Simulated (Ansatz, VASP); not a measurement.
**BN: VASP beside Ansatz**

```xyz
8
Lattice="3.6096 0.0000 0.0000 0.0000 -3.6096 0.0000 0.0000 0.0000 -3.6096" Properties=species:S:1:pos:R:3 pbc="T T T"
B     0.0000    0.0000    0.0000
B     1.8048   -1.8048    0.0000
B     1.8048    0.0000   -1.8048
B     0.0000   -1.8048   -1.8048
N     2.7072   -2.6322   -2.7072
N     0.9024   -0.9024   -2.7072
N     0.9024   -2.7072   -0.9024
N     2.7072   -0.9024   -0.9024
```

Alike in both runs: task single point; functional r2SCAN; k mesh 6 × 6 × 6; occupations gaussian, width 0.05 eV; no spin polarisation.

|  | VASP | Ansatz |
| --- | --- | --- |
| version | VASP 6.6.1 | Ansatz 0.2.0 |
| potentials or method | VASP PAW PBE potentials, release 64 (B, N), cutoff 520 eV | scalar-relativistic, plane waves, PAW |
| valence electrons in the cell | 32 | 32 |

VASP gave:

| Property | Result |
| --- | --- |
| gap on the k mesh at the Fermi level (eV) | 4.79 |
| least direct gap on the mesh (eV) | 4.79 |
| pressure (GPa) | 1.7 |
| traceless stress, the component that is largest in VASP (GPa) | -0.34 |
| rms of the force components (eV/Å) | 0.620 |

Problem. Which values does Ansatz return?

Solution. gap on the k mesh at the Fermi level (eV): 4.81; least direct gap on the mesh (eV): 4.81; pressure (GPa): 0.6; traceless stress, the component that is largest in VASP (GPa): -0.34; rms of the force components (eV/Å): 0.618.

VASP's potentials were made for PBE, not for r2SCAN. Atom by atom the forces differ by 0.003 eV/Å (rms over components). The functional is the same, so the differences come from potentials, cutoffs and numerics.
